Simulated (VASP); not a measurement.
# Cs2SnI6 (Fm-3m) in VASP: further runs

The runs below take Cs2SnI6 through single point, relaxation of cell and atoms, with PBE.

All numbers are computed with VASP 6.6.1; they aren't measurements. Logs are shortened: lines on timing, memory, paths and dates and some standing lists are left out, and cuts for length are marked.

**Experimental background.**

From “Changes in charge density vs changes in formal oxidation states: The case of Sn halide perovskites and their ordered vacancy analogues”, 2017, arxiv:1705.01565, for a powder of Cs2SnI6: band gap 1.3 eV (optical).

The results are compared with them further down.

## (1) The cell of the first run

The structure is cubic, space group Fm-3m (No. 225). Conventional cell: a = 12.048 Å, b = 12.048 Å, c = 12.048 Å, α = 90.00°, β = 90.00°, γ = 90.00°. Within 5.6 Å of Cs (site symmetry -43m) lie 12 I at 4.26 Å and 4 Sn at 5.22 Å. Within 3.8 Å of Sn (site symmetry m-3m) lie 6 I at 2.91 Å. I (site symmetry 4mm) has 1 Sn at 2.91 Å within 3.8 Å.

## (2) Single point, PBE

Input file INCAR:

```
SYSTEM = Cs2SnI6
PREC = Accurate
ENCUT = 500
EDIFF = 1E-6
ISMEAR = 0
SIGMA = 0.01
LREAL = .FALSE.
LASPH = .TRUE.
NELM = 120
ALGO = Normal
ISIF = 2
LWAVE = .FALSE.
LCHARG = .TRUE.
GGA = PE
LELF = .TRUE.
LVHAR = .TRUE.
NBANDS = 47
GGA_COMPAT = .FALSE.
```

Input file KPOINTS:

```
regular mesh
0
G
  3 3 3
  0 0 0
```

Input file POSCAR:

```
Cs2SnI6
1.0
    8.5190770418      0.0000000000      0.0000000000
    4.2595385209      7.3777371350      0.0000000000
    4.2595385209      2.4592457117      6.9557972773
Cs Sn I
2 1 6
Direct
    0.2500000000      0.2500000000      0.2500000000
    0.7500000000      0.7500000000      0.7500000000
    0.0000000000      0.0000000000      0.0000000000
    0.7584572213      0.2415427787      0.2415427787
    0.2415427787      0.7584572213      0.2415427787
    0.2415427787      0.7584572213      0.7584572213
    0.7584572213      0.2415427787      0.7584572213
    0.2415427787      0.2415427787      0.7584572213
    0.7584572213      0.7584572213      0.2415427787
```

Potentials or basis: VASP PAW PBE potentials, release 64 (Cs_sv, Sn_d, I).

Started as:

```
$ cat potpaw_PBE.64/Cs_sv/POTCAR potpaw_PBE.64/Sn_d/POTCAR potpaw_PBE.64/I/POTCAR > POTCAR
$ mpirun -np 1 vasp_std > vasp.out
```

OUTCAR:

```text
SYSTEM = Cs2SnI6
   PREC = Accurate
   ENCUT = 500
   EDIFF = 1E-6
   ISMEAR = 0
   LREAL = .FALSE.
   LASPH = .TRUE.
   NELM = 120
   ISIF = 2
   GGA = PE

 ion  position               nearest neighbor table
   1  0.250  0.250  0.250-
   2  0.750  0.750  0.750-
   3  0.000  0.000  0.000-   8 2.91   9 2.91   5 2.91   7 2.91   6 2.91   4 2.91
   4  0.758  0.242  0.242-   3 2.91
   5  0.242  0.758  0.242-   3 2.91
   6  0.242  0.758  0.758-   3 2.91
   7  0.758  0.242  0.758-   3 2.91
   8  0.242  0.242  0.758-   3 2.91
   9  0.758  0.758  0.242-   3 2.91

  LATTYP: Found a face centered cubic cell.
 ALAT       =    12.0477942914

  Lattice vectors:

 A1 = (   8.5190770418,   0.0000000000,   0.0000000000)
 A2 = (   4.2595385209,   7.3777371350,   0.0000000000)
 A3 = (   4.2595385209,   2.4592457117,   6.9557972773)

Analysis of symmetry for initial positions (statically):
=====================================================================
 Subroutine PRICEL returns:
 Original cell was already a primitive cell.

 Routine SETGRP: Setting up the symmetry group for a
 face centered cubic supercell.

 Subroutine GETGRP returns: Found 48 space group operations
 (whereof 48 operations were pure point group operations)
 out of a pool of 48 trial point group operations.

The static configuration has the point symmetry O_h .

Analysis of symmetry for dynamics (positions and initial velocities):
=====================================================================
 Subroutine PRICEL returns:
 Original cell was already a primitive cell.

 Routine SETGRP: Setting up the symmetry group for a
 face centered cubic supercell.

 Subroutine GETGRP returns: Found 48 space group operations
 (whereof 48 operations were pure point group operations)
 out of a pool of 48 trial point group operations.

The dynamic configuration has the point symmetry O_h .

 Subroutine INISYM returns: Found 48 space group operations
 (whereof 48 operations are pure point group operations),
 and found     1 'primitive' translations

----------------------------------------------------------------------------------------

                                     Primitive cell

  volume of cell :     437.1824

  direct lattice vectors                    reciprocal lattice vectors
     8.519077042  0.000000000  0.000000000     0.117383608 -0.067771458 -0.047921657
     4.259538521  7.377737135  0.000000000     0.000000000  0.135542915 -0.047921657
     4.259538521  2.459245712  6.955797277     0.000000000  0.000000000  0.143764972

  length of vectors
     8.519077042  8.519077042  8.519077042     0.143764972  0.143764972  0.143764972

  position of ions in fractional coordinates (direct lattice)
     0.250000000  0.250000000  0.250000000
     0.750000000  0.750000000  0.750000000
     0.000000000  0.000000000  0.000000000
     0.758457221  0.241542779  0.241542779
     0.241542779  0.758457221  0.241542779
     0.241542779  0.758457221  0.758457221
     0.758457221  0.241542779  0.758457221
     0.241542779  0.241542779  0.758457221
     0.758457221  0.758457221  0.241542779

  ion indices of the primitive-cell ions
   primitive index   ion index
                 1           1
                 2           2
                 3           3
                 4           4
                 5           5
                 6           6
                 7           7
                 8           8
                 9           9

----------------------------------------------------------------------------------------

 KPOINTS: regular mesh

Automatic generation of k-mesh.
 Grid dimensions read from file:
 generate k-points for:    3    3    3

 Generating k-lattice:

  Cartesian coordinates                     Fractional coordinates (reciprocal lattice)
     0.039127869 -0.022590486 -0.015973886     0.333333333  0.000000000  0.000000000
     0.000000000  0.045180972 -0.015973886     0.000000000  0.333333333  0.000000000
     0.000000000  0.000000000  0.047921657     0.000000000  0.000000000  0.333333333

  Length of vectors
     0.047921657  0.047921657  0.047921657

  Shift w.r.t. Gamma in fractional coordinates (k-lattice)
     0.000000000  0.000000000  0.000000000

 Subroutine IBZKPT returns following result:
 ===========================================

 Found      4 irreducible k-points:

 Following reciprocal coordinates:
            Coordinates               Weight
  0.000000  0.000000  0.000000      1.000000
  0.333333 -0.000000 -0.000000      8.000000
  0.333333  0.333333 -0.000000      6.000000
 -0.333333  0.333333 -0.000000     12.000000
   k-points           NKPTS =      4   k-points in BZ     NKDIM =      4   number of bands    NBANDS=     47
   number of dos      NEDOS =    301   number of ions     NIONS =      9
   total plane-waves  NPLWV = 262144
   dimension x,y,z NGX =    64 NGY =   64 NGZ =   64
   dimension x,y,z NGXF=   128 NGYF=  128 NGZF=  128
   ions per type =               2   1   6
   NGX,Y,Z   is equivalent  to a cutoff of  12.49, 12.49, 12.49 a.u.
   NGXF,Y,Z  is equivalent  to a cutoff of  24.98, 24.98, 24.98 a.u.
 SYSTEM =  Cs2SnI6
   PREC   = accura    normal or accurate (medium, high low for compatibility)
   ISTART =      0    job   : 0-new  1-cont  2-samecut
   ICHARG =      2    charge: 1-file 2-atom 10-const
   ISPIN  =      1    spin polarized calculation?
   LNONCOLLINEAR =      F non collinear calculations
   LSORBIT =      F    spin-orbit coupling
   LASPH  =      T    aspherical Exc in radial PAW
   ENCUT  =  500.0 eV  36.75 Ry    6.06 a.u.  15.53 15.53 15.53*2*pi/ulx,y,z
   NELM   =    120;   NELMIN=  2; NELMDL= -5     # of ELM steps
   EDIFF  = 0.1E-05   stopping-criterion for ELM
   LREAL  =      F    real-space projection
   EDIFFG = 0.1E-04   stopping-criterion for IOM
   NSW    =      0    number of steps for IOM
   IBRION =     -1    ionic relax: 0-MD 1-quasi-New 2-CG
   NFREE  =      0    steps in history (QN), initial steepest desc. (CG)
   ISIF   =      2    stress and relaxation
   ISYM   =      2    0-nonsym 1-usesym 2-fastsym
   POTIM  = 0.5000    time-step for ionic-motion
   TEBEG  =    0.0;   TEEND  =   0.0 temperature during run
   PSTRESS=    0.0 pullay stress
   NELECT =      74.0000    total number of electrons
   NUPDOWN=      -1.0000    fix difference up-down
   EMIN   =  10.00;   EMAX   =-10.00  energy-range for DOS
   EFERMI =   0.00;   METHOD = LEGACY
   ISMEAR =     0;   SIGMA  =   0.01  broadening in eV -4-tet -1-fermi 0-gaus
   EFERMI_NEDOS =   21; number of points for ismear=-14 and -15
   IALGO  =     38    algorithm
   IMIX   =      4    mixing-type and parameters
     AMIX     =   0.40;   BMIX     =  1.00
     AMIX_MAG =   1.60;   BMIX_MAG =  1.00
  volume/ion in A,a.u.               =      48.58       327.81
  Fermi-wavevector in a.u.,A,eV,Ry     =   0.905589  1.711315 11.158024  0.820092
  Thomas-Fermi vector in A             =   2.029175
   LORBIT       =      0    0 simple, 1 ext, 2 COOP (PROOUT), +10 PAW based schemes
   GGA     = PE    functional components
   LHFCALC =     F    Hartree Fock is set to
   AEXX    =    0.0000 exact exchange contribution
   IVDW    =     0    specifies the selected vdW correction
   LEPSILON=     F    determine dielectric tensor
   LRPA    =     F    only Hartree local field effects (RPA)
 non-spin polarized calculation
 Gauss-broadening in eV      SIGMA  =   0.01
  energy-cutoff  :      500.00
  volume of cell :      437.18
 maximum number of plane-waves:     11146
 NGX is ok and might be reduce to    64
   NGX = 31   NGY = 31   NGZ = 31

 number of electron      74.0000010 magnetization

 Free energy of the ion-electron system (eV)
  ---------------------------------------------------
  ext. energy  EPLUGINS =         0.00000000
  ---------------------------------------------------
  free energy    TOTEN  =       -22.97474346 eV

  energy without entropy =      -22.97474346  energy(sigma->0) =      -22.97474346

 E-fermi :   1.1352     XC(G=0):  -7.4809

 val. band max:        1.0872761493   @ k =   0.0000   0.0000   0.0000
 cond. band min:       1.3553072542   @ k =   0.0000   0.0000   0.0000
 fundamental gap:      0.2680311049
 Fermi energy:         1.1351851141

 k-point     1 :       0.0000    0.0000    0.0000
  band No.  band energies     occupation
      1     -20.2676      2.00000
      2     -20.2676      2.00000
      3     -20.2256      2.00000
      4     -20.2256      2.00000
      5     -20.2256      2.00000
      6     -19.4091      2.00000
[... 39 lines left out ...]
     46       6.3750      0.00000
     47       6.3750      0.00000

 k-point     2 :       0.3333   -0.0000   -0.0000
  band No.  band energies     occupation
      1     -20.2676      2.00000
      2     -20.2676      2.00000
      3     -20.2256      2.00000
      4     -20.2256      2.00000
      5     -20.2256      2.00000
      6     -19.4086      2.00000
[... 39 lines left out ...]
     46       6.9663      0.00000
     47       6.9926      0.00000

 k-point     3 :       0.3333    0.3333   -0.0000
  band No.  band energies     occupation
      1     -20.2676      2.00000
      2     -20.2676      2.00000
      3     -20.2256      2.00000
      4     -20.2256      2.00000
      5     -20.2256      2.00000
      6     -19.4086      2.00000
[... 39 lines left out ...]
     46       6.8067      0.00000
     47       7.0974      0.00000

 k-point     4 :      -0.3333    0.3333   -0.0000
  band No.  band energies     occupation
      1     -20.2676      2.00000
      2     -20.2676      2.00000
      3     -20.2256      2.00000
      4     -20.2256      2.00000
      5     -20.2256      2.00000
      6     -19.4081      2.00000
[... 39 lines left out ...]
     46       7.2124      0.00000
     47       7.2837      0.00000

------------------------ aborting loop because EDIFF is reached ----------------------------------------

  FORCE on cell =-STRESS in cart. coord.  units (eV):
  Direction    XX          YY          ZZ          XY          YZ          ZX
  --------------------------------------------------------------------------------------
  -------------------------------------------------------------------------------------
  Total        0.0295088      0.0295088      0.0295088     -0.0000000      0.0000000      0.0000000
  in kB        0.1081432      0.1081432      0.1081432     -0.0000000      0.0000000      0.0000000
  external PRESSURE =       0.1081432 kB  Pullay stress =       0.0000000 kB

 VOLUME and BASIS-vectors are now :
 -----------------------------------------------------------------------------
  energy-cutoff  :      500.00
  volume of cell :      437.18
      direct lattice vectors                 reciprocal lattice vectors
     8.519077042  0.000000000  0.000000000     0.117383608 -0.067771458 -0.047921657
     4.259538521  7.377737135  0.000000000     0.000000000  0.135542915 -0.047921657
     4.259538521  2.459245712  6.955797277     0.000000000  0.000000000  0.143764972

 POSITION                                       TOTAL-FORCE (eV/Angst)
 -----------------------------------------------------------------------------------
      4.25954      2.45925      1.73895        -0.000000      0.000000      0.000000
     12.77862      7.37774      5.21685        -0.000000      0.000000      0.000000
      0.00000      0.00000      0.00000        -0.000000      0.000000      0.000000
      8.51908      2.37605      1.68012        -0.000000     -0.002739     -0.001937
      6.31726      6.18971      1.68012        -0.002372      0.001370     -0.001937
      8.51908      7.46093      5.27567        -0.000000      0.002739      0.001937
     10.72089      3.64727      5.27567         0.002372     -0.001370      0.001937
      6.31726      3.64727      5.27567        -0.002372     -0.001370      0.001937
     10.72089      6.18971      1.68012         0.002372      0.001370     -0.001937
 -----------------------------------------------------------------------------------
    total drift:                                0.000000      0.000000     -0.000000

  FREE ENERGIE OF THE ION-ELECTRON SYSTEM (eV)
  ---------------------------------------------------
  free  energy   TOTEN  =       -22.9747434634 eV

  energy  without entropy=      -22.9747434634  energy(sigma->0) =      -22.97474346
```

Wall time 3.1 min (1 thread of AMD EPYC 7R13 (Zen 3), shared host); peak memory 0.58 GiB.

What came out:

```
Free energy            : -22.9747 eV
Pressure               : 0.0 GPa
Largest force          : 0.003 eV/Å
Band gap on the k mesh : 0.27 eV, direct
```

Forces on the atoms (eV/Å):
```
Cs   0.000  0.000  0.000
Cs   0.000  0.000  0.000
Sn   0.000  0.000  0.000
I    0.000 -0.003 -0.002
I   -0.002  0.001 -0.002
I    0.000  0.003  0.002
I    0.002 -0.001  0.002
I   -0.002 -0.001  0.002
I    0.002  0.001 -0.002
```

Levels at points of the mesh, in eV from the valence-band top:
| k point | band 33 | band 34 | band 35 | band 36 | band 37 | band 38 | band 39 | band 40 | band 41 | band 42 |
| --- | --- | --- | --- | --- | --- | --- | --- | --- | --- | --- |
| (0.00, 0.00, 0.00) | -0.44 | -0.44 | 0.00 | 0.00 | 0.00 | 0.27 | 4.03 | 4.03 | 4.03 | 4.03 |

Caveat: spin-orbit coupling is left out, which moves the levels of the heavy elements.

## (3) Relaxation of cell and atoms, PBE

This run uses another cell than the first one, of 43.67 Å³/atom, 0.899 times its volume.

Input file INCAR:

```
ALGO = Normal ; EDIFF = 1E-7
EDIFFG = -0.005 ; ENCUT = 500
GGA = PE ; GGA_COMPAT = F
IBRION = 2 ; ISIF = 3
ISMEAR = 0 ; LASPH = T
LCHARG = F ; LREAL = F
LWAVE = F ; NELM = 120
NELMIN = 4 ; NSW = 100
PREC = Accurate ; SIGMA = 0.01
```

Input file KPOINTS:

```
k-points
0
Gamma
  3 3 3
```

Input file POSCAR:

```
Cs2SnI6
1.0
    8.2219550000      0.0000000000      0.0000000000
    4.1109775000      7.1204218988      0.0000000000
    4.1109775000      2.3734739663      6.7131981460
Cs Sn I
2 1 6
Direct
    0.2500000000      0.2500000000      0.2500000000
    0.7500000000      0.7500000000      0.7500000000
    0.0000000000      0.0000000000      0.0000000000
    0.7546400000      0.2453600000      0.2453600000
    0.2453600000      0.7546400000      0.2453600000
    0.2453600000      0.7546400000      0.7546400000
    0.7546400000      0.2453600000      0.7546400000
    0.2453600000      0.2453600000      0.7546400000
    0.7546400000      0.7546400000      0.2453600000
```

Potentials or basis: VASP PAW PBE potentials, release 64 (Cs_sv, Sn_d, I).

Started as:

```
$ cat potpaw_PBE.64/Cs_sv/POTCAR potpaw_PBE.64/Sn_d/POTCAR potpaw_PBE.64/I/POTCAR > POTCAR
$ mpirun -np 1 vasp_std > vasp.out
```

Wall time 14 min (1 thread of AMD EPYC 7R13 (Zen 3), shared host); peak memory 0.53 GiB.

The run converged. Its results:

| Property | Result |
| --- | --- |
| Free energy | -22.9727 eV |
| Relaxed volume | 48.68 Å³/atom |
| Relaxed cell | a = 8.525 Å, b = 8.525 Å, c = 8.525 Å, α = 60.00°, β = 60.00°, γ = 60.00° |
| Space group after relaxing (to 0.05 Å) | Fm-3m (No. 225) |
| Energy gained by relaxing | 18.4 meV/atom |
| Ionic steps | 10 |
| Pressure after relaxing | 0.0 GPa |
| Band gap on the k mesh | 0.28 eV, direct |

Step by step:
| step | energy change (eV) | largest force (eV/Å) | pressure (GPa) | volume (Å³) |
| --- | --- | --- | --- | --- |
| 1 | 0.0000 | 0.2671 | 1.60 | 393.02 |
| 2 | -0.1326 | 0.1422 | 0.13 | 418.31 |
| 3 | -0.1328 | 0.1558 | 0.07 | 419.54 |
| 4 | -0.1401 | 0.1411 | 0.06 | 421.60 |
| 5 | -0.1565 | 0.0816 | 0.04 | 427.83 |
| 6 | -0.1650 | 0.0371 | 0.04 | 440.48 |
| 7 | -0.1657 | 0.0118 | 0.03 | 437.72 |
| 8 | -0.1657 | 0.0083 | 0.03 | 437.35 |
| 9 | -0.1657 | 0.0144 | -0.04 | 439.09 |
| 10 | -0.1658 | 0.0020 | 0.00 | 438.14 |

Final structure:
```
Cs Sn I
1.0
     8.52530    0.00000    0.00000
     4.26265    7.38313    0.00000
     4.26265    2.46104    6.96088
Cs Sn I
2 1 6
Direct
  0.25000 0.25000 0.25000
  0.75000 0.75000 0.75000
  0.00000 0.00000 0.00000
  0.75863 0.24137 0.24137
  0.24137 0.75863 0.24137
  0.24137 0.75863 0.75863
  0.75863 0.24137 0.75863
  0.24137 0.24137 0.75863
  0.75863 0.75863 0.24137
```

Levels at points of the mesh, in eV from the valence-band top:
```csv
k point,band 33,band 34,band 35,band 36,band 37,band 38,band 39,band 40,band 41,band 42
"(0.00, 0.00, 0.00)",-0.44,-0.44,0.00,0.00,0.00,0.28,4.03,4.03,4.03,4.03
```

Caveat: spin-orbit coupling is left out, which moves the levels of the heavy elements; the volume moved by +11 % from the deposited cell, more than functionals usually miss. Zero-point motion and thermal expansion aren't in these numbers.

## (4) How close it comes

Step 2. A measured gap of Cs2SnI6 is 1.3 eV (optical; powder; “Changes in charge density vs changes in formal oxidation states: The case of Sn halide perovskites and their ordered vacancy analogues”, 2017, arxiv:1705.01565); the calculated 0.27 eV misses it by -1.03 eV. So large a miss can be the level of theory's own, or it may mean another phase, state or a wrong row. Spin-orbit coupling on Cs, I, Sn is left out. The value is that of PBE, without temperature or zero-point motion. Semilocal functionals fall short of measured gaps as a rule.
